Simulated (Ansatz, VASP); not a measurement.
## Hf: VASP beside Ansatz

Contents of POSCAR:

```
Hf
1.0
   -1.6696250000      1.8050000000      1.8050000000
    1.6696250000     -1.8050000000      1.8050000000
    1.6696250000      1.8050000000     -1.8050000000
Hf
1
Direct
    0.0000000000      0.0000000000      0.0000000000
```

INCAR.step1

```
SYSTEM = Hf
  PREC = Accurate
  ENCUT = 520
  ISMEAR = 0
  SIGMA = 0.15
  LREAL = .False.
  LASPH = .True.
  NELM = 80
  NBANDS = 11
  GGA = PE
  ALGO = Normal
  EDIFF = 1E-4
  LWAVE = .True.
  LCHARG = .False.
```

The input INCAR.step2:

```
SYSTEM = Hf
  PREC = Accurate
  ENCUT = 520
  EDIFF = 1E-7
  ISMEAR = 0
  SIGMA = 0.15
  LREAL = .False.
  LASPH = .True.
  NELM = 80
  ALGO = Normal
  ISIF = 2
  LWAVE = .False.
  LCHARG = .True.
  METAGGA = R2SCAN
  LMIXTAU = .True.
  LELF = .True.
  LVHAR = .True.
  NBANDS = 11
  ISTART = 1
```

File KPOINTS:

```
Automatic mesh
0
Gamma
  18 18 18
  0 0 0
```

Input for Ansatz:

```yaml
crystal:
  lattice:
    - [-1.669625, 1.805, 1.805]
    - [1.669625, -1.805, 1.805]
    - [1.669625, 1.805, -1.805]
  atoms:
    - { symbol: Hf, position: [0.0, 0.0, 0.0] }
basis:
  ecutwfc: 500
kpoints:
  mp_grid: { grid: [18, 18, 18] }
hamiltonian:
  xc: r2scan
scf:
  occupations: { method: gaussian, width: 0.15 }
output:
  forces: true
  stress: true
  eigenvalues: true
```

Change from the starting cell: strain -0.0750 x Voigt [1, 0, 0, 0, 0, 0], atoms carried along.

Alike in both runs: task single point; functional r2SCAN; k mesh 18 × 18 × 18; occupations gaussian, width 0.15 eV; no spin polarisation.

```csv
,VASP,Ansatz
version,VASP 6.6.1,Ansatz 0.2.0
potentials or method,"VASP PAW PBE potentials, release 64 (Hf_pv), cutoff 520 eV","scalar-relativistic, plane waves, PAW"
valence electrons in the cell,10,26
```

|  | VASP | Ansatz | Ansatz less VASP |
| --- | --- | --- | --- |
| gap on the k mesh at the Fermi level (eV) | none | none | - |
| pressure (GPa) | 1.7 | 2.1 | +0.41 |
| traceless stress, the component that is largest in VASP (GPa) | -2.59 | -2.62 | -0.036 |

VASP's potentials were made for PBE, not for r2SCAN. A gap of «none» marks a metal or a gap that the smearing closes. With one functional, cell and mesh, what is left measures potentials, basis and numerics. VASP's potentials hold 10 valence electrons a cell and Ansatz's 26, so a difference there can come from the potentials and not from the codes.

Neither program's run includes spin-orbit coupling.
